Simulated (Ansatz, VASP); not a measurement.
GaAs in VASP and in Ansatz

Contents of POSCAR:

```
GaAs
1.0
    0.0000000000      2.9365883170      2.9365883170
    2.9365883170      0.0000000000      2.9365883170
    2.9365883170      2.9365883170      0.0000000000
Ga As
1 1
Direct
    0.0000000000      0.0000000000      0.0000000000
    0.7500000000      0.7500000000      0.7500000000
```

The input INCAR.step1:

```
SYSTEM = GaAs
PREC     = Accurate       ! precision mode
ENCUT    = 520            ! plane-wave cutoff, eV
ISMEAR   = 0              ! smearing method
SIGMA    = 0.05           ! smearing width, eV
LREAL    = .False.        ! projectors in reciprocal space
LASPH    = .True.         ! aspherical terms in the spheres
NELM     = 100            ! most SCF steps
NBANDS   = 16             ! bands
GGA      = PE             ! functional
ALGO     = Normal         ! electronic algorithm
EDIFF    = 1E-4           ! SCF threshold, eV
LWAVE    = .True.         ! write WAVECAR
LCHARG   = .False.        ! write CHGCAR
```

The input INCAR.step2:

```
SYSTEM = GaAs
PREC     = Accurate       ! precision mode
ENCUT    = 520            ! plane-wave cutoff, eV
EDIFF    = 1E-6           ! SCF threshold, eV
ISMEAR   = 0              ! smearing method
SIGMA    = 0.05           ! smearing width, eV
LREAL    = .False.        ! projectors in reciprocal space
LASPH    = .True.         ! aspherical terms in the spheres
NELM     = 100            ! most SCF steps
ALGO     = Normal         ! electronic algorithm
ISIF     = 2              ! what is computed and relaxed
LWAVE    = .False.        ! write WAVECAR
LCHARG   = .True.         ! write CHGCAR
METAGGA  = R2SCAN         ! meta-GGA
LMIXTAU  = .True.       
LELF     = .True.         ! ELF
LVHAR    = .True.       
NBANDS   = 16             ! bands
ISTART   = 1
```

File KPOINTS:

```
Automatic mesh
0
Gamma
  12 12 12
  0 0 0
```

Input for Ansatz:

```yaml
crystal:
  lattice:
    - [0.0, 2.936588317, 2.936588317]
    - [2.936588317, 0.0, 2.936588317]
    - [2.936588317, 2.936588317, 0.0]
  atoms:
    - { symbol: Ga, position: [0.0, 0.0, 0.0] }
    - { symbol: As, position: [0.75, 0.75, 0.75] }
basis:
  ecutwfc: 500
kpoints:
  mp_grid: { grid: [12, 12, 12] }
hamiltonian:
  xc: r2scan
scf:
  occupations: { method: gaussian, width: 0.05 }
output:
  forces: true
  stress: true
  eigenvalues: true
```

Alike in both runs: task single point; functional r2SCAN; k mesh 12 × 12 × 12; occupations gaussian, width 0.05 eV; no spin polarisation.

|  | VASP | Ansatz |
| --- | --- | --- |
| version | VASP 6.6.1 | Ansatz 0.2.0 |
| potentials or method | VASP PAW PBE potentials, release 64 (Ga_d, As), cutoff 520 eV | scalar-relativistic, plane waves, PAW |
| valence electrons in the cell | 18 | 28 |

|  | VASP | Ansatz | Ansatz less VASP |
| --- | --- | --- | --- |
| gap on the k mesh at the Fermi level (eV) | 0.11 | 0.13 | +0.019 |
| least direct gap on the mesh (eV) | 0.11 | 0.13 | +0.019 |
| pressure (GPa) | -6.0 | -6.0 | -0.03 |

VASP's potentials were made for PBE, not for r2SCAN. VASP's potentials hold 18 valence electrons a cell and Ansatz's 28, so a difference there can come from the potentials and not from the codes.
